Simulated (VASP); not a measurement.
# ZnGe3 (P6_3/mmc) in VASP: single point with PBE

Aim: the single point of ZnGe3 with PBE.

Program: VASP 6.6.1. These are calculated values, not measurements. Logs are shortened: lines on timing, memory, paths and dates and some standing lists are left out, and cuts for length are marked.

### 1 The cell of the first run

Symmetry: P6_3/mmc, No. 194, hexagonal system. The conventional cell has a = 5.887 Å, b = 5.887 Å, c = 5.173 Å, α = 90.00°, β = 90.00°, γ = 120.00°. Ge (site symmetry mm2) has 8 Ge at 2.91 to 3.10 Å and 4 Zn at 2.94 to 3.09 Å within 3.8 Å. Within 3.9 Å of Zn (site symmetry -6m2) lie 12 Ge at 2.94 to 3.09 Å.

### 2 Single point, PBE

INCAR

```
SYSTEM = ZnGe3
PREC = Accurate ; ENCUT = 520
EDIFF = 1E-7 ; ISMEAR = -1
SIGMA = 0.02 ; LREAL = .FALSE.
LASPH = .TRUE. ; NELM = 100
ALGO = Normal ; ISIF = 2
LWAVE = .FALSE. ; LCHARG = .FALSE.
GGA = PE ; NBANDS = 64
```

KPOINTS

```
regular mesh
0
G
  6 6 6
  0 0 0
```

POSCAR

```
ZnGe3
1.0
    5.8866376214      0.0000000000      0.0000000000
   -2.9433188106      5.0979777229      0.0000000000
    0.0000000000      0.0000000000      5.1734887444
Ge Zn
6 2
Direct
    0.1684205050      0.3368410100      0.2500000000
    0.1684205050      0.8315794950      0.2500000000
    0.6631589900      0.8315794950      0.2500000000
    0.8315794950      0.6631589900      0.7500000000
    0.8315794950      0.1684205050      0.7500000000
    0.3368410100      0.1684205050      0.7500000000
    0.3333333333      0.6666666667      0.7500000000
    0.6666666667      0.3333333333      0.2500000000
```

Potentials or basis: VASP PAW PBE potentials, release 64 (Ge_d, Zn).

Started as:

```sh
cat potpaw_PBE.64/Ge_d/POTCAR potpaw_PBE.64/Zn/POTCAR > POTCAR
mpirun -np 1 vasp_std > vasp.out
```

OUTCAR:

```text
SYSTEM = ZnGe3
   PREC = Accurate
   ENCUT = 520
   EDIFF = 1E-7
   ISMEAR = -1
   LREAL = .FALSE.
   LASPH = .TRUE.
   NELM = 100
   ISIF = 2
   GGA = PE

 ion  position               nearest neighbor table
   1  0.168  0.337  0.250-   2 2.91   3 2.91   8 2.94   8 2.94
   2  0.168  0.832  0.250-   1 2.91   3 2.91   8 2.94   8 2.94
   3  0.663  0.832  0.250-   1 2.91   2 2.91   8 2.94   8 2.94
   4  0.832  0.663  0.750-   5 2.91   6 2.91   7 2.94   7 2.94
   5  0.832  0.168  0.750-   4 2.91   6 2.91   7 2.94   7 2.94
   6  0.337  0.168  0.750-   4 2.91   5 2.91   7 2.94   7 2.94
   7  0.333  0.667  0.750-   6 2.94   4 2.94   5 2.94   5 2.94   6 2.94   4 2.94
   8  0.667  0.333  0.250-   3 2.94   1 2.94   2 2.94   2 2.94   3 2.94   1 2.94

  LATTYP: Found a hexagonal cell.
 ALAT       =     5.8866376214
 C/A-ratio  =     0.8788529339

  Lattice vectors:

 A1 = (   5.8866376214,   0.0000000000,   0.0000000000)
 A2 = (  -2.9433188106,   5.0979777229,   0.0000000000)
 A3 = (   0.0000000000,   0.0000000000,   5.1734887444)

Analysis of symmetry for initial positions (statically):
=====================================================================
 Subroutine PRICEL returns:
 Original cell was already a primitive cell.

 Routine SETGRP: Setting up the symmetry group for a
 hexagonal supercell.

 Subroutine GETGRP returns: Found 24 space group operations
 (whereof 12 operations were pure point group operations)
 out of a pool of 24 trial point group operations.

The static configuration has the point symmetry D_3d.
 The point group associated with its full space group is D_6h.

Analysis of symmetry for dynamics (positions and initial velocities):
=====================================================================
 Subroutine PRICEL returns:
 Original cell was already a primitive cell.

 Routine SETGRP: Setting up the symmetry group for a
 hexagonal supercell.

 Subroutine GETGRP returns: Found 24 space group operations
 (whereof 12 operations were pure point group operations)
 out of a pool of 24 trial point group operations.

The dynamic configuration has the point symmetry D_3d.
 The point group associated with its full space group is D_6h.

 Subroutine INISYM returns: Found 24 space group operations
 (whereof 12 operations are pure point group operations),
 and found     1 'primitive' translations

----------------------------------------------------------------------------------------

                                     Primitive cell

  volume of cell :     155.2561

  direct lattice vectors                    reciprocal lattice vectors
     5.886637621  0.000000000  0.000000000     0.169876263  0.098078106  0.000000000
    -2.943318811  5.097977723  0.000000000     0.000000000  0.196156212  0.000000000
     0.000000000  0.000000000  5.173488744     0.000000000  0.000000000  0.193293162

  length of vectors
     5.886637621  5.886637621  5.173488744     0.196156212  0.196156212  0.193293162

  position of ions in fractional coordinates (direct lattice)
     0.168420505  0.336841010  0.250000000
     0.168420505  0.831579495  0.250000000
     0.663158990  0.831579495  0.250000000
     0.831579495  0.663158990  0.750000000
     0.831579495  0.168420505  0.750000000
     0.336841010  0.168420505  0.750000000
     0.333333333  0.666666667  0.750000000
     0.666666667  0.333333333  0.250000000

  ion indices of the primitive-cell ions
   primitive index   ion index
                 1           1
                 2           2
                 3           3
                 4           4
                 5           5
                 6           6
                 7           7
                 8           8

----------------------------------------------------------------------------------------

 KPOINTS: regular mesh

Automatic generation of k-mesh.
 Grid dimensions read from file:
 generate k-points for:    6    6    6

 Generating k-lattice:

  Cartesian coordinates                     Fractional coordinates (reciprocal lattice)
     0.028312710  0.016346351  0.000000000     0.166666667  0.000000000  0.000000000
     0.000000000  0.032692702  0.000000000     0.000000000  0.166666667  0.000000000
     0.000000000  0.000000000  0.032215527     0.000000000  0.000000000  0.166666667

  Length of vectors
     0.032692702  0.032692702  0.032215527

  Shift w.r.t. Gamma in fractional coordinates (k-lattice)
     0.000000000  0.000000000  0.000000000

 Subroutine IBZKPT returns following result:
 ===========================================

 Found     28 irreducible k-points:

 Following reciprocal coordinates:
            Coordinates               Weight
  0.000000  0.000000  0.000000      1.000000
  0.166667  0.000000  0.000000      6.000000
  0.333333 -0.000000  0.000000      6.000000
  0.500000 -0.000000  0.000000      3.000000
  0.166667  0.166667  0.000000      6.000000
  0.333333  0.166667  0.000000     12.000000
[... 16 lines left out ...]
  0.166667  0.000000  0.500000      6.000000
  0.333333 -0.000000  0.500000      6.000000
 [... further k-points ...]
   k-points           NKPTS =     28   k-points in BZ     NKDIM =     28   number of bands    NBANDS=     64
   number of dos      NEDOS =    301   number of ions     NIONS =      8
   total plane-waves  NPLWV =  92160
   dimension x,y,z NGX =    48 NGY =   48 NGZ =   40
   dimension x,y,z NGXF=    96 NGYF=   96 NGZF=   80
   ions per type =               6   2
   NGX,Y,Z   is equivalent  to a cutoff of  13.56, 13.56, 12.85 a.u.
   NGXF,Y,Z  is equivalent  to a cutoff of  27.11, 27.11, 25.71 a.u.
 SYSTEM =  ZnGe3
   PREC   = accura    normal or accurate (medium, high low for compatibility)
   ISTART =      0    job   : 0-new  1-cont  2-samecut
   ICHARG =      2    charge: 1-file 2-atom 10-const
   ISPIN  =      1    spin polarized calculation?
   LNONCOLLINEAR =      F non collinear calculations
   LSORBIT =      F    spin-orbit coupling
   LASPH  =      T    aspherical Exc in radial PAW
   ENCUT  =  520.0 eV  38.22 Ry    6.18 a.u.  10.95 10.95  9.62*2*pi/ulx,y,z
   NELM   =    100;   NELMIN=  2; NELMDL= -5     # of ELM steps
   EDIFF  = 0.1E-06   stopping-criterion for ELM
   LREAL  =      F    real-space projection
   EDIFFG = 0.1E-05   stopping-criterion for IOM
   NSW    =      0    number of steps for IOM
   IBRION =     -1    ionic relax: 0-MD 1-quasi-New 2-CG
   NFREE  =      0    steps in history (QN), initial steepest desc. (CG)
   ISIF   =      2    stress and relaxation
   ISYM   =      2    0-nonsym 1-usesym 2-fastsym
   POTIM  = 0.5000    time-step for ionic-motion
   TEBEG  =    0.0;   TEEND  =   0.0 temperature during run
   PSTRESS=    0.0 pullay stress
   NELECT =     108.0000    total number of electrons
   NUPDOWN=      -1.0000    fix difference up-down
   EMIN   =  10.00;   EMAX   =-10.00  energy-range for DOS
   EFERMI =   0.00;   METHOD = LEGACY
   ISMEAR =    -1;   SIGMA  =   0.02  broadening in eV -4-tet -1-fermi 0-gaus
   EFERMI_NEDOS =   21; number of points for ismear=-14 and -15
   IALGO  =     38    algorithm
   IMIX   =      4    mixing-type and parameters
     AMIX     =   0.40;   BMIX     =  1.00
     AMIX_MAG =   1.60;   BMIX_MAG =  1.00
  volume/ion in A,a.u.               =      19.41       130.97
  Fermi-wavevector in a.u.,A,eV,Ry     =   1.450552  2.741145 28.628016  2.104100
  Thomas-Fermi vector in A             =   2.568151
   LORBIT       =      0    0 simple, 1 ext, 2 COOP (PROOUT), +10 PAW based schemes
   GGA     = PE    functional components
   LHFCALC =     F    Hartree Fock is set to
   AEXX    =    0.0000 exact exchange contribution
   IVDW    =     0    specifies the selected vdW correction
   LEPSILON=     F    determine dielectric tensor
   LRPA    =     F    only Hartree local field effects (RPA)
 non-spin polarized calculation
  energy-cutoff  :      520.00
  volume of cell :      155.26
 maximum number of plane-waves:      4206
 NGX is ok and might be reduce to    48
   NGX = 21   NGY = 21   NGZ = 19

 number of electron     108.0000022 magnetization

 Free energy of the ion-electron system (eV)
  ---------------------------------------------------
  ext. energy  EPLUGINS =         0.00000000
  ---------------------------------------------------
  free energy    TOTEN  =       -27.05764334 eV

  energy without entropy =      -27.05324608  energy(sigma->0) =      -27.05544471

 E-fermi :   5.2437     XC(G=0): -10.9575

 val. band max:        5.1771359298   @ k =   0.3333   0.1667   0.0000
 cond. band min:       5.2602088145   @ k =   0.3333  -0.0000   0.1667
 fundamental gap:      0.0830728847
 Fermi energy:         5.2436625268

 k-point     1 :       0.0000    0.0000    0.0000
  band No.  band energies     occupation
      1     -19.4971      2.00000
      2     -19.4832      2.00000
      3     -19.4832      2.00000
      4     -19.4737      2.00000
      5     -19.4703      2.00000
      6     -19.4632      2.00000
[... 56 lines left out ...]
     63      10.0627      0.00000
     64      10.0627      0.00000

 k-point     2 :       0.1667    0.0000    0.0000
  band No.  band energies     occupation
      1     -19.4919      2.00000
      2     -19.4809      2.00000
      3     -19.4760      2.00000
      4     -19.4693      2.00000
      5     -19.4672      2.00000
      6     -19.4612      2.00000
[... 56 lines left out ...]
     63       8.8897      0.00000
     64       9.9103      0.00000

 k-point     3 :       0.3333   -0.0000    0.0000
  band No.  band energies     occupation
      1     -19.4847      2.00000
      2     -19.4683      2.00000
      3     -19.4669      2.00000
      4     -19.4595      2.00000
      5     -19.4567      2.00000
      6     -19.4490      2.00000
[... 1396 lines left out ...]
     63      10.0806      0.00000
     64      10.0806      0.00000

 k-point    24 :       0.3333   -0.0000    0.5000
  band No.  band energies     occupation
      1     -19.4780      2.00000
      2     -19.4780      2.00000
      3     -19.4634      2.00000
      4     -19.4634      2.00000
      5     -19.4538      2.00000
      6     -19.4538      2.00000
[... 56 lines left out ...]
     63       9.7992      0.00000
     64       9.7992      0.00000

 [... further k-points ...]

------------------------ aborting loop because EDIFF is reached ----------------------------------------

  FORCE on cell =-STRESS in cart. coord.  units (eV):
  Direction    XX          YY          ZZ          XY          YZ          ZX
  --------------------------------------------------------------------------------------
  -------------------------------------------------------------------------------------
  Total       -2.1504736     -2.1504736     -2.5200996     -0.0000000      0.0000000      0.0000000
  in kB      -22.1919746    -22.1919746    -26.0063584     -0.0000000      0.0000000      0.0000000
  external PRESSURE =     -23.4634358 kB  Pullay stress =       0.0000000 kB

 VOLUME and BASIS-vectors are now :
 -----------------------------------------------------------------------------
  energy-cutoff  :      520.00
  volume of cell :      155.26
      direct lattice vectors                 reciprocal lattice vectors
     5.886637621  0.000000000  0.000000000     0.169876263  0.098078106  0.000000000
    -2.943318811  5.097977723  0.000000000     0.000000000  0.196156212  0.000000000
     0.000000000  0.000000000  5.173488744     0.000000000  0.000000000  0.193293162

 POSITION                                       TOTAL-FORCE (eV/Angst)
 -----------------------------------------------------------------------------------
      0.00000      1.71721      1.29337        -0.000000     -0.166984      0.000000
     -1.45617      4.23937      1.29337        -0.144612      0.083492      0.000000
      1.45617      4.23937      1.29337         0.144612      0.083492     -0.000000
      2.94332      3.38077      3.88012         0.000000      0.166984     -0.000000
      4.39949      0.85860      3.88012         0.144612     -0.083492      0.000000
      1.48715      0.85860      3.88012        -0.144612     -0.083492      0.000000
     -0.00000      3.39865      3.88012        -0.000000     -0.000000      0.000000
      2.94332      1.69933      1.29337        -0.000000     -0.000000      0.000000
 -----------------------------------------------------------------------------------
    total drift:                                0.000000     -0.000000      0.000000

  FREE ENERGIE OF THE ION-ELECTRON SYSTEM (eV)
  ---------------------------------------------------
  free  energy   TOTEN  =       -27.0576433389 eV

  energy  without entropy=      -27.0532460760  energy(sigma->0) =      -27.05544471
```

Wall time 3.1 min (1 thread of Intel Xeon Platinum 8488C (Sapphire Rapids), shared host); peak memory 0.39 GiB.

Results:

```yaml
Free_energy: -27.0576 eV
Pressure: -2.3 GPa
Largest_force: 0.167 eV/Å
Band_gap_on_the_k_mesh: zero (band 54 reaches 6.63 eV, above the bottom of band 55 at 4.28 eV)
```

Forces in eV/Å, atoms in the order of the input:
```
Ge   0.000 -0.167  0.000
Ge  -0.145  0.083  0.000
Ge   0.145  0.083  0.000
Ge   0.000  0.167  0.000
Ge   0.145 -0.083  0.000
Ge  -0.145 -0.083  0.000
Zn   0.000  0.000  0.000
Zn   0.000  0.000  0.000
```

Stress tensor (GPa, compression positive):
```
-2.22  0.00  0.00
 0.00 -2.22  0.00
 0.00  0.00 -2.60
```
